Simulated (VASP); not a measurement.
## Al12O: single point with PBE

Al12O, a slab with vacuum:

```
Al O
1.0
     5.71430    0.00000    0.00000
     0.00000    5.71430    0.00000
     0.00000    0.00000   21.17502
Al O
12 1
Cartesian
  1.4286 1.4286 4.0000
  1.4286 4.2857 4.0000
  4.2857 1.4286 4.0000
  4.2857 4.2857 4.0000
  0.0000 0.0000 6.0850
  0.0000 2.8572 6.0850
  2.8572 0.0000 6.0850
  2.8572 2.8572 6.0850
  1.4286 1.4286 8.1750
  1.4286 4.2857 8.1750
  4.2857 1.4286 8.1750
  4.2857 4.2857 8.1750
  2.8572 2.8572 9.0450
```

| Item | Value |
| --- | --- |
| Program | VASP 6.6.1 |
| Task | single point |
| Functional | PBE |
| Potentials or basis | VASP PAW PBE potentials, release 64 (Al, O) |
| Cutoff | 520 eV |
| k mesh | 5 × 5 × 1 |
| Occupations | gaussian, width 0.1 eV |
| Spin | collinear spin, ferromagnetic start |
| Starting moments | [0.0, 0.0, 0.0, 0.0, 0.0, 0.0, 0.0, 0.0, 0.0, 0.0, 0.0, 0.0, 2.0] μB |

The largest force is 1.025 eV/Å, the band gap on the k mesh is zero (filled and empty bands overlap) and the net moment is 0.00 μB per cell. The valence electrons inside the program's atomic spheres are Al 0.76, 0.77, 0.72 (each value once); O 4.90.

Forces in eV/Å, atoms in the order of the input:
```
Al  -0.003 -0.003  0.025
Al  -0.003  0.003  0.025
Al   0.003 -0.003  0.025
Al   0.003  0.003  0.025
Al   0.000  0.000 -0.306
Al   0.000  0.000  0.129
Al   0.000  0.000  0.129
Al   0.000  0.000 -0.287
Al   0.241  0.241  0.315
Al   0.241 -0.241  0.315
Al  -0.241  0.241  0.315
Al  -0.241 -0.241  0.315
O    0.000  0.000 -1.025
```

Levels at points of the mesh, in eV from the Fermi level:
Spin up:
```tsv
k point	band 18	band 19	band 20	band 21	band 22	band 23	band 24	band 25
(0.00, 0.00, 0.00)	-1.59	-0.81	-0.50	-0.50	-0.33	-0.17	0.59	0.59
```
Spin down:
```csv
k point,band 19,band 20,band 21,band 22,band 23,band 24
"(0.00, 0.00, 0.00)",-0.81,-0.50,-0.50,-0.33,-0.17,0.59
```

Wall time 5.5 min on 1 thread of AMD EPYC 9R45 96-Core Processor (Zen 5) (shared host), peak memory 0.89 GiB.
